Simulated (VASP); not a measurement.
A run of VASP 6.6.1:

INCAR

```
SYSTEM = CePb3
PREC = Accurate ; ENCUT = 520
EDIFF = 1E-6 ; ISMEAR = -1
SIGMA = 0.05 ; LREAL = .FALSE.
LASPH = .TRUE. ; NELM = 150
ALGO = Normal ; ISIF = 2
LWAVE = .FALSE. ; LCHARG = .FALSE.
ISPIN = 2 ; MAGMOM = 0 0 0 1
LORBIT = 11 ; LMAXMIX = 6
GGA = PS ; NBANDS = 39
```

Contents of KPOINTS:

```
Automatic mesh
0
G
  6 6 6
  0 0 0
```

POSCAR

```
CePb3
1.0
    4.8640000000      0.0000000000      0.0000000000
    0.0000000000      4.8640000000      0.0000000000
    0.0000000000      0.0000000000      4.8640000000
Pb Ce
3 1
Direct
    0.5000000000      0.5000000000      0.0000000000
    0.5000000000      0.0000000000      0.5000000000
    0.0000000000      0.5000000000      0.5000000000
    0.0000000000      0.0000000000      0.0000000000
```

Potentials or basis: VASP PAW PBE potentials, release 64 (Pb_d, Ce).

The run is started by

```sh
$ cat potpaw_PBE.64/Pb_d/POTCAR potpaw_PBE.64/Ce/POTCAR > POTCAR
$ mpirun -np 1 vasp_std > vasp.out
```

Hardware: 1 thread of AMD EPYC 9R14 (Zen 4), with other jobs on the host.

Task: Estimate the wall time of this run.

Result: Run time: 2.2 min on 1 thread of AMD EPYC 9R14 (Zen 4), with other jobs on the host, peak memory 0.3 GiB. Counts: scf iterations 18, k points 20.
